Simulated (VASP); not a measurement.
A run of VASP 6.6.1:

Contents of INCAR:

```
SYSTEM = C
PREC = Accurate
ENCUT = 520
EDIFF = 1E-6
ISMEAR = 0
SIGMA = 0.02
LREAL = Auto
LASPH = .True.
NELM = 100
ALGO = Normal
ISIF = 2
LWAVE = .False.
LCHARG = .True.
GGA = PE
IVDW = 12
LELF = .True.
LVHAR = .True.
NBANDS = 88
```

File KPOINTS:

```
Automatic mesh
0
Gamma
  2 2 2
  0.5 0.5 0.5
```

The input POSCAR:

```
C
1.0
    5.6709571532      0.0000000000     -3.4026574365
   -2.8677434801     -4.9298468452     -3.3594911937
   -2.8677434801      4.9298468452     -3.3594911937
C
33
Direct
    0.4166287368      0.0416286019      0.5416286019
    0.6666287368      0.7916286019      0.5416286019
    0.9166287368      0.5416286019      0.5416286019
    0.4166287368      0.2916286019      0.2916286019
    0.1666287368      0.2916286019      0.5416286019
    0.6666287368      0.0416286019      0.2916286019
    0.9166287368      0.7916286019      0.2916286019
    0.4166287368      0.5416286019      0.0416286019
    0.1666287368      0.5416286019      0.2916286019
    0.6666287368      0.2916286019      0.0416286019
    0.9166287368      0.0416286019      0.0416286019
    0.4166287368      0.7916286019      0.7916286019
    0.1666287368      0.7916286019      0.0416286019
    0.6666287368      0.5416286019      0.7916286019
    0.9166287368      0.2916286019      0.7916286019
    0.1666287368      0.0416286019      0.7916286019
    0.5833712632      0.9583713981      0.4583713981
    0.8333712632      0.7083713981      0.4583713981
    0.0833712632      0.4583713981      0.4583713981
    0.5833712632      0.2083713981      0.2083713981
    0.3333712632      0.2083713981      0.4583713981
    0.8333712632      0.9583713981      0.2083713981
    0.0833712632      0.7083713981      0.2083713981
    0.5833712632      0.4583713981      0.9583713981
    0.3333712632      0.4583713981      0.2083713981
    0.8333712632      0.2083713981      0.9583713981
    0.0833712632      0.9583713981      0.9583713981
    0.5833712632      0.7083713981      0.7083713981
    0.3333712632      0.7083713981      0.9583713981
    0.8333712632      0.4583713981      0.7083713981
    0.0833712632      0.2083713981      0.7083713981
    0.3333712632      0.9583713981      0.7083713981
    0.8934234478      0.7795170175      0.7979071514
```

Potentials or basis: VASP PAW PBE potentials, release 64 (C).

Command:

```bash
$ cat potpaw_PBE.64/C/POTCAR > POTCAR
$ mpirun -np 1 vasp_std > vasp.out
```

Hardware: 1 thread of Intel(R) Xeon(R) Platinum 8259CL CPU @ 2.50GHz (Skylake/Cascade Lake), on a shared host.

Problem. How long does it take, and how much memory?

Solution. It took 3.5 min on 1 thread of Intel(R) Xeon(R) Platinum 8259CL CPU @ 2.50GHz (Skylake/Cascade Lake) (shared host), peak memory 0.35 GiB. Counts: scf iterations 16, k points 4.
